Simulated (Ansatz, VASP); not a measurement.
Two plane-wave programs on Cu

```xyz
2
Lattice="1.2634 -4.1115 0.0000 1.2634 4.1115 0.0000 0.0000 0.0000 2.5142" Properties=species:S:1:pos:R:3 pbc="T T T"
Cu    0.9778    3.0093    0.6286
Cu    1.5490   -3.0093    1.8857
```

Change from the starting cell: mode 4 frozen in at -0.280 Å, equal normal strain along x and y +0.0200.

Alike in both runs: task single point; functional PBE; k mesh 18 × 18 × 18; occupations gaussian, width 0.15 eV; no spin polarisation.

```csv
,VASP,Ansatz
version,VASP 6.6.1,Ansatz 0.2.0
potentials or method,"VASP PAW PBE potentials, release 64 (Cu), cutoff 520 eV","scalar-relativistic, plane waves, PAW"
valence electrons in the cell,22,38
```

|  | VASP | Ansatz | Ansatz less VASP |
| --- | --- | --- | --- |
| gap on the k mesh at the Fermi level (eV) | none | none | - |
| pressure (GPa) | -1.7 | -2.3 | -0.67 |
| traceless stress, the component that is largest in VASP (GPa) | 8.04 | 7.98 | -0.057 |
| rms of the force components (eV/Å) | 0.528 | 0.525 | -0.0036 |

Atom by atom the forces differ by 0.004 eV/Å (rms over components). A gap of «none» marks a metal or a gap that the smearing closes. VASP's potentials hold 22 valence electrons a cell and Ansatz's 38, so a difference there can come from the potentials and not from the codes.
